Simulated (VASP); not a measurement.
# Al (Fm-3m) in VASP: settings compared

Al is run at these levels: PBE, PBE+D3(BJ); tasks: single point, relaxation of the atoms.

Everything below comes from runs of VASP 6.6.1. Logs are shortened: lines on timing, memory, paths and dates and some standing lists are left out, and cuts for length are marked.

### Step 1. The cell of the first run

The structure is cubic, space group Fm-3m (No. 225). Conventional cell: a = 4.039 Å, b = 4.039 Å, c = 4.039 Å, α = 90.00°, β = 90.00°, γ = 90.00°. Within 3.8 Å of Al (site symmetry m-3m) lie 12 Al at 2.86 Å.

### Step 2. Single point, PBE

The input, INCAR:

```
SYSTEM = Al
ALGO     = Fast           ! electronic algorithm
EDIFF    = 1E-7           ! SCF threshold, eV
ENCUT    = 520            ! plane-wave cutoff, eV
GGA      = PE             ! functional
ISIF     = 2              ! what is computed and relaxed
ISMEAR   = -4             ! smearing method
ISYM     = 0            
LASPH    = .TRUE.         ! aspherical terms in the spheres
LCHARG   = .FALSE.        ! write CHGCAR
LREAL    = .FALSE.        ! projectors in reciprocal space
LWAVE    = .FALSE.        ! write WAVECAR
NBANDS   = 8              ! bands
NELM     = 100            ! most SCF steps
PREC     = Accurate       ! precision mode
SIGMA    = 0.1            ! smearing width, eV
```

The input, KPOINTS:

```
k-points
0
G
  9 9 6
  0 0 0
```

The input, POSCAR:

```
Al
1.0
    0.0000000000      2.0194648466      2.0194648466
    2.0194648466      0.0000000000      2.0194648466
    2.0194648466      2.0194648466      0.0000000000
Al
1
Direct
    0.0000000000      0.0000000000      0.0000000000
```

Potentials or basis: VASP PAW PBE potentials, release 64 (Al).

Launch:

```console
$ cat potpaw_PBE.64/Al/POTCAR > POTCAR
$ mpirun -np 1 vasp_std > vasp.out
```

OUTCAR:

```text
SYSTEM = Al
   EDIFF = 1E-7
   ENCUT = 520
   GGA = PE
   ISIF = 2
   ISMEAR = -4
   ISYM = 0
   LASPH = .TRUE.
   LREAL = .FALSE.
   NELM = 100
   PREC = Accurate

 ion  position               nearest neighbor table
   1  0.000  0.000  0.000-

IMPORTANT INFORMATION: All symmetrisations will be switched off!
NOSYMM: (Re-)initialisation of all symmetry stuff for point group C_1.

----------------------------------------------------------------------------------------

                                     Primitive cell

  volume of cell :      16.4717

  direct lattice vectors                    reciprocal lattice vectors
     0.000000000  2.019464847  2.019464847    -0.247590346  0.247590346  0.247590346
     2.019464847  0.000000000  2.019464847     0.247590346 -0.247590346  0.247590346
     2.019464847  2.019464847  0.000000000     0.247590346  0.247590346 -0.247590346

  length of vectors
     2.855954575  2.855954575  2.855954575     0.428839059  0.428839059  0.428839059

  position of ions in fractional coordinates (direct lattice)
     0.000000000  0.000000000  0.000000000

  ion indices of the primitive-cell ions
   primitive index   ion index
                 1           1

----------------------------------------------------------------------------------------

 KPOINTS: k-points

Automatic generation of k-mesh.
 Grid dimensions read from file:
 generate k-points for:    9    9    6

 Generating k-lattice:

  Cartesian coordinates                     Fractional coordinates (reciprocal lattice)
    -0.027510038  0.027510038  0.027510038     0.111111111  0.000000000  0.000000000
     0.027510038 -0.027510038  0.027510038     0.000000000  0.111111111  0.000000000
     0.041265058  0.041265058 -0.041265058     0.000000000  0.000000000  0.166666667

  Length of vectors
     0.047648784  0.047648784  0.071473176

  Shift w.r.t. Gamma in fractional coordinates (k-lattice)
     0.000000000  0.000000000  0.000000000

 -----------------------------------------------------------------------------
|                                                                             |
|           W    W    AA    RRRRR   N    N  II  N    N   GGGG   !!!           |
|           W    W   A  A   R    R  NN   N  II  NN   N  G    G  !!!           |
|           W    W  A    A  R    R  N N  N  II  N N  N  G       !!!           |
|           W WW W  AAAAAA  RRRRR   N  N N  II  N  N N  G  GGG   !            |
|           WW  WW  A    A  R   R   N   NN  II  N   NN  G    G                |
|           W    W  A    A  R    R  N    N  II  N    N   GGGG   !!!           |
|                                                                             |
|     Your reciprocal lattice and k-lattice belong to different lattice       |
|     classes:                                                                |
|                                                                             |
|        The reciprocal lattice is body-centered cubic,                       |
|        whereas your k-lattice is base-centered monoclinic.                  |
|                                                                             |
|     Results are often still useful ...                                      |
|                                                                             |
 -----------------------------------------------------------------------------

 WARNING: IBZKPT: internal override: KBLOWUP is changed to .FALSE.
      ... skipping the blow-up phase ...

 TETIRR: Found   1456 inequivalent tetrahedra from     2916

 Subroutine IBZKPT returns following result:
 ===========================================

 Found    244 irreducible k-points:

 Following reciprocal coordinates:
            Coordinates               Weight
  0.000000  0.000000  0.000000      1.000000
  0.111111  0.000000  0.000000      2.000000
  0.222222  0.000000  0.000000      2.000000
  0.333333  0.000000  0.000000      2.000000
  0.444444  0.000000  0.000000      2.000000
  0.000000  0.111111  0.000000      2.000000
[... 16 lines left out ...]
 -0.111111  0.222222  0.000000      2.000000
  0.000000  0.333333  0.000000      2.000000
 [... further k-points ...]
   k-points           NKPTS =    244   k-points in BZ     NKDIM =    244   number of bands    NBANDS=      8
   number of dos      NEDOS =    301   number of ions     NIONS =      1
   total plane-waves  NPLWV =  13824
   dimension x,y,z NGX =    24 NGY =   24 NGZ =   24
   dimension x,y,z NGXF=    48 NGYF=   48 NGZF=   48
   ions per type =               1
   NGX,Y,Z   is equivalent  to a cutoff of  13.97, 13.97, 13.97 a.u.
   NGXF,Y,Z  is equivalent  to a cutoff of  27.94, 27.94, 27.94 a.u.
 SYSTEM =  Al
   PREC   = accura    normal or accurate (medium, high low for compatibility)
   ISTART =      0    job   : 0-new  1-cont  2-samecut
   ICHARG =      2    charge: 1-file 2-atom 10-const
   ISPIN  =      1    spin polarized calculation?
   LNONCOLLINEAR =      F non collinear calculations
   LSORBIT =      F    spin-orbit coupling
   LASPH  =      T    aspherical Exc in radial PAW
   ENCUT  =  520.0 eV  38.22 Ry    6.18 a.u.   5.31  5.31  5.31*2*pi/ulx,y,z
   NELM   =    100;   NELMIN=  2; NELMDL= -5     # of ELM steps
   EDIFF  = 0.1E-06   stopping-criterion for ELM
   LREAL  =      F    real-space projection
   EDIFFG = 0.1E-05   stopping-criterion for IOM
   NSW    =      0    number of steps for IOM
   IBRION =     -1    ionic relax: 0-MD 1-quasi-New 2-CG
   NFREE  =      0    steps in history (QN), initial steepest desc. (CG)
   ISIF   =      2    stress and relaxation
   ISYM   =      0    0-nonsym 1-usesym 2-fastsym
   POTIM  = 0.5000    time-step for ionic-motion
   TEBEG  =    0.0;   TEEND  =   0.0 temperature during run
   PSTRESS=    0.0 pullay stress
   NELECT =       3.0000    total number of electrons
   NUPDOWN=      -1.0000    fix difference up-down
   EMIN   =  10.00;   EMAX   =-10.00  energy-range for DOS
   EFERMI =   0.00;   METHOD = LEGACY
   ISMEAR =    -4;   SIGMA  =   0.10  broadening in eV -4-tet -1-fermi 0-gaus
   EFERMI_NEDOS =   21; number of points for ismear=-14 and -15
   IALGO  =     68    algorithm
   IMIX   =      4    mixing-type and parameters
     AMIX     =   0.40;   BMIX     =  1.00
     AMIX_MAG =   1.60;   BMIX_MAG =  1.00
  volume/ion in A,a.u.               =      16.47       111.16
  Fermi-wavevector in a.u.,A,eV,Ry     =   0.927974  1.753616 11.716453  0.861135
  Thomas-Fermi vector in A             =   2.054101
   LORBIT       =      0    0 simple, 1 ext, 2 COOP (PROOUT), +10 PAW based schemes
   GGA     = PE    functional components
   LHFCALC =     F    Hartree Fock is set to
   AEXX    =    0.0000 exact exchange contribution
   IVDW    =     0    specifies the selected vdW correction
   LEPSILON=     F    determine dielectric tensor
   LRPA    =     F    only Hartree local field effects (RPA)
 non-spin polarized calculation
 RMM-DIIS sequential band-by-band and
 Fermi weights with tetrahedron method witout Bloechl corrections
  energy-cutoff  :      520.00
  volume of cell :       16.47
 maximum number of plane-waves:       459
 NGX is ok and might be reduce to    24
   NGX = 11   NGY = 11   NGZ = 11

 number of electron       3.0000000 magnetization

 Free energy of the ion-electron system (eV)
  ---------------------------------------------------
  ext. energy  EPLUGINS =         0.00000000
  ---------------------------------------------------
  free energy    TOTEN  =        -3.51450742 eV

  energy without entropy =       -3.51450742  energy(sigma->0) =       -3.51450742

 E-fermi :   8.0276     XC(G=0): -10.2032

 val. band max:        8.5859988268   @ k =  -0.4444   0.2222   0.3333
 cond. band min:       7.8163841096   @ k =  -0.2222   0.4444   0.3333
 fundamental gap:     -0.7696147172
 Fermi energy:         8.0275803540

 k-point     1 :       0.0000    0.0000    0.0000
  band No.  band energies     occupation
      1      -3.1286      2.00000
      2      20.6462      0.00000
      3      20.6464      0.00000
      4      20.6473      0.00000
      5      22.1484      0.00000
      6      22.1489      0.00000
      7      22.1498      0.00000
      8      24.4984      0.00000

 k-point     2 :       0.1111    0.0000    0.0000
  band No.  band energies     occupation
      1      -2.7928      2.00000
      2      16.9052      0.00000
      3      19.8244      0.00000
      4      19.8249      0.00000
      5      22.7849      0.00000
      6      23.4638      0.00000
      7      23.4642      0.00000
      8      25.9519      0.00000

 k-point     3 :       0.2222    0.0000    0.0000
  band No.  band energies     occupation
      1      -1.7904      2.00000
      2      12.5029      0.00000
      3      19.0517      0.00000
      4      19.0521      0.00000
      5      22.4510      0.00000
      6      23.2932      0.00000
      7      23.2933      0.00000
      8      26.2464      0.00000

 k-point     4 :       0.3333    0.0000    0.0000
  band No.  band energies     occupation
      1      -0.1352      2.00000
      2       8.5137      0.60349
      3      18.7983      0.00000
      4      18.7986      0.00000
      5      21.3943      0.00000
      6      21.3943      0.00000
      7      22.3645      0.00000
      8      25.3706      0.00000

 k-point     5 :       0.4444    0.0000    0.0000
  band No.  band energies     occupation
      1       2.1499      2.00000
      2       5.0510      1.99673
      3      19.1014      0.00000
      4      19.1016      0.00000
      5      19.9702      0.00000
      6      19.9702      0.00000
      7      22.7961      0.00000
      8      23.8244      0.00000
[... 177 lines left out ...]
 k-point    22 :      -0.2222    0.2222    0.0000
  band No.  band energies     occupation
      1       0.4121      2.00000
      2      10.2356      0.04955
      3      11.7483      0.00000
      4      18.4191      0.00000
      5      20.4266      0.00000
      6      24.1043      0.00000
      7      24.9746      0.00000
      8      26.0190      0.00000

 k-point    23 :      -0.1111    0.2222    0.0000
  band No.  band energies     occupation
      1      -1.0156      2.00000
      2      11.3428      0.00048
      3      15.2457      0.00000
      4      20.5776      0.00000
      5      21.4815      0.00000
      6      22.5168      0.00000
      7      24.0438      0.00000
      8      25.1518      0.00000

 k-point    24 :       0.0000    0.3333    0.0000
  band No.  band energies     occupation
      1      -0.1352      2.00000
      2       8.5137      0.60349
      3      18.7983      0.00000
      4      18.7986      0.00000
      5      21.3943      0.00000
      6      21.3943      0.00000
      7      22.3645      0.00000
      8      25.3706      0.00000

 [... further k-points ...]
[... 5 lines left out ...]
  --------------------------------------------------------------------------------------
  -------------------------------------------------------------------------------------
  Total        0.0598578      0.0598578     -0.0455986     -0.1452469      0.0556851      0.0556851
  in kB        5.8222727      5.8222713     -4.4352975    -14.1279290      5.4164025      5.4164027
  external PRESSURE =       2.4030822 kB  Pullay stress =       0.0000000 kB

 VOLUME and BASIS-vectors are now :
 -----------------------------------------------------------------------------
  energy-cutoff  :      520.00
  volume of cell :       16.47
      direct lattice vectors                 reciprocal lattice vectors
     0.000000000  2.019464847  2.019464847    -0.247590346  0.247590346  0.247590346
     2.019464847  0.000000000  2.019464847     0.247590346 -0.247590346  0.247590346
     2.019464847  2.019464847  0.000000000     0.247590346  0.247590346 -0.247590346

 POSITION                                       TOTAL-FORCE (eV/Angst)
 -----------------------------------------------------------------------------------
      0.00000      0.00000      0.00000        -0.000000      0.000000     -0.000000
 -----------------------------------------------------------------------------------
    total drift:                               -0.000000      0.000000     -0.000000

  FREE ENERGIE OF THE ION-ELECTRON SYSTEM (eV)
  ---------------------------------------------------
  free  energy   TOTEN  =        -3.5145074161 eV

  energy  without entropy=       -3.5145074161  energy(sigma->0) =       -3.51450742
```

Wall time 13 s (1 thread of Intel Xeon 6975P-C (Granite Rapids), shared host); peak memory 0.15 GiB.

The run converged, but its numbers aren't listed here, since they failed a check.

Caveat: the k points lie up to 0.45 Å⁻¹ apart.

### Step 3. Relaxation of the atoms, PBE

The input, INCAR:

```
SYSTEM = Al
  PREC = Accurate
  ENCUT = 520
  EDIFF = 1E-6
  ISMEAR = 0
  SIGMA = 0.1
  LREAL = .False.
  LASPH = .True.
  NELM = 80
  ALGO = Normal
  ISIF = 2
  LWAVE = .False.
  LCHARG = .False.
  GGA = PE
  IBRION = 2
  NSW = 50
  EDIFFG = -0.08
```

The input, KPOINTS:

```
regular mesh
0
Gamma
  10 10 10
  0 0 0
```

POSCAR is that of step 2.

Potentials or basis: VASP PAW PBE potentials, release 64 (Al).

Launch:

```console
$ cat potpaw_PBE.64/Al/POTCAR > POTCAR
$ mpirun -np 1 vasp_std > vasp.out
```

OUTCAR:

```text
SYSTEM = Al
   PREC = Accurate
   ENCUT = 520
   EDIFF = 1E-6
   ISMEAR = 0
   LREAL = .False.
   LASPH = .True.
   NELM = 80
   ISIF = 2
   GGA = PE
   IBRION = 2
   NSW = 50
   EDIFFG = -0.08

 ion  position               nearest neighbor table
   1  0.000  0.000  0.000-

  LATTYP: Found a face centered cubic cell.
 ALAT       =     4.0389296932

  Lattice vectors:

 A1 = (   0.0000000000,   2.0194648466,   2.0194648466)
 A2 = (   2.0194648466,   0.0000000000,   2.0194648466)
 A3 = (   2.0194648466,   2.0194648466,   0.0000000000)

Analysis of symmetry for initial positions (statically):
=====================================================================
 Subroutine PRICEL returns:
 Original cell was already a primitive cell.

 Routine SETGRP: Setting up the symmetry group for a
 face centered cubic supercell.

 Subroutine GETGRP returns: Found 48 space group operations
 (whereof 48 operations were pure point group operations)
 out of a pool of 48 trial point group operations.

The static configuration has the point symmetry O_h .

Analysis of symmetry for dynamics (positions and initial velocities):
=====================================================================
 Subroutine PRICEL returns:
 Original cell was already a primitive cell.

 Routine SETGRP: Setting up the symmetry group for a
 face centered cubic supercell.

 Subroutine GETGRP returns: Found 48 space group operations
 (whereof 48 operations were pure point group operations)
 out of a pool of 48 trial point group operations.

The dynamic configuration has the point symmetry O_h .

 Subroutine INISYM returns: Found 48 space group operations
 (whereof 48 operations are pure point group operations),
 and found     1 'primitive' translations

[... 105 lines left out ...]
   EMIN   =  10.00;   EMAX   =-10.00  energy-range for DOS
   EFERMI =   0.00;   METHOD = LEGACY
   ISMEAR =     0;   SIGMA  =   0.10  broadening in eV -4-tet -1-fermi 0-gaus
   EFERMI_NEDOS =   21; number of points for ismear=-14 and -15
   IALGO  =     38    algorithm
   IMIX   =      4    mixing-type and parameters
     AMIX     =   0.40;   BMIX     =  1.00
     AMIX_MAG =   1.60;   BMIX_MAG =  1.00
  volume/ion in A,a.u.               =      16.47       111.16
  Fermi-wavevector in a.u.,A,eV,Ry     =   0.927974  1.753616 11.716453  0.861135
  Thomas-Fermi vector in A             =   2.054101
   LORBIT       =      0    0 simple, 1 ext, 2 COOP (PROOUT), +10 PAW based schemes
   GGA     = PE    functional components
   LHFCALC =     F    Hartree Fock is set to
   AEXX    =    0.0000 exact exchange contribution
   IVDW    =     0    specifies the selected vdW correction
   LEPSILON=     F    determine dielectric tensor
   LRPA    =     F    only Hartree local field effects (RPA)
 conjugate gradient relaxation of ions
 non-spin polarized calculation
 Gauss-broadening in eV      SIGMA  =   0.10
  energy-cutoff  :      520.00
  volume of cell :       16.47
 maximum number of plane-waves:       459
 NGX is ok and might be reduce to    24
   NGX = 11   NGY = 11   NGZ = 11

 number of electron       3.0000000 magnetization

 Free energy of the ion-electron system (eV)
  ---------------------------------------------------
  ext. energy  EPLUGINS =         0.00000000
  ---------------------------------------------------
  free energy    TOTEN  =        -3.72792211 eV

  energy without entropy =       -3.72276805  energy(sigma->0) =       -3.72534508

 E-fermi :   8.1507     XC(G=0): -10.2037

 val. band max:        8.1374611900   @ k =  -0.4000   0.4000   0.1000
 cond. band min:       8.2184754063   @ k =  -0.3000   0.4000   0.1000
 fundamental gap:      0.0810142162
 Fermi energy:         8.1506906114

 k-point     1 :       0.0000    0.0000    0.0000
  band No.  band energies     occupation
      1      -3.1292      2.00000
      2      20.6456      0.00000
      3      20.6456      0.00000
      4      20.6456      0.00000
      5      22.1497      0.00000
[... 177 lines left out ...]
 k-point    24 :       0.4000    0.3000    0.0000
  band No.  band energies     occupation
      1       1.4216      2.00000
      2      11.4623      0.00000
      3      11.9071      0.00000
      4      14.4682      0.00000
      5      15.7702      0.00000

 [... further k-points ...]
[... 5 lines left out ...]
  --------------------------------------------------------------------------------------
  -------------------------------------------------------------------------------------
  Total       -0.0059060     -0.0059060     -0.0059060     -0.0000000      0.0000000     -0.0000000
  in kB       -0.5744697     -0.5744697     -0.5744697     -0.0000000      0.0000000     -0.0000000
  external PRESSURE =      -0.5744697 kB  Pullay stress =       0.0000000 kB

 VOLUME and BASIS-vectors are now :
 -----------------------------------------------------------------------------
  energy-cutoff  :      520.00
  volume of cell :       16.47
      direct lattice vectors                 reciprocal lattice vectors
     0.000000000  2.019464847  2.019464847    -0.247590346  0.247590346  0.247590346
     2.019464847  0.000000000  2.019464847     0.247590346 -0.247590346  0.247590346
     2.019464847  2.019464847  0.000000000     0.247590346  0.247590346 -0.247590346

 POSITION                                       TOTAL-FORCE (eV/Angst)
 -----------------------------------------------------------------------------------
      0.00000      0.00000      0.00000        -0.000000      0.000000      0.000000
 -----------------------------------------------------------------------------------
    total drift:                                0.000000     -0.000000     -0.000000

  FREE ENERGIE OF THE ION-ELECTRON SYSTEM (eV)
  ---------------------------------------------------
  free  energy   TOTEN  =        -3.7279221051 eV

  energy  without entropy=       -3.7227680541  energy(sigma->0) =       -3.72534508

 reached required accuracy - stopping structural energy minimisation
```

CONTCAR:

```text
Al
   1.00000000000000
     0.0000000000000000    2.0194648466000000    2.0194648466000000
     2.0194648466000000    0.0000000000000000    2.0194648466000000
     2.0194648466000000    2.0194648466000000    0.0000000000000000
  Al
     1
Direct
     0.0000000000000000    0.0000000000000000    0.0000000000000000

  0.00000000E+00  0.00000000E+00  0.00000000E+00
```

Run time: 2.1 s. Hardware: 1 thread of Intel Xeon 6975P-C (Granite Rapids), shared host; peak memory 0.13 GiB.

What came out:

- Free energy: -3.7279 eV
- Pressure after relaxing: -0.1 GPa

Final structure:
```cif
data_structure
_symmetry_space_group_name_H-M 'P 1'
_symmetry_Int_Tables_number 1
_cell_length_a 2.8560
_cell_length_b 2.8560
_cell_length_c 2.8560
_cell_angle_alpha 60.000
_cell_angle_beta 60.000
_cell_angle_gamma 60.000
_cell_volume 16.47
loop_
_atom_site_label
_atom_site_type_symbol
_atom_site_fract_x
_atom_site_fract_y
_atom_site_fract_z
_atom_site_occupancy
Al1 Al 0.00000 0.00000 0.00000 1
```

Caveat: the relaxation stopped at its first step, so nothing moved.

(Continued in part 2 of 2.)
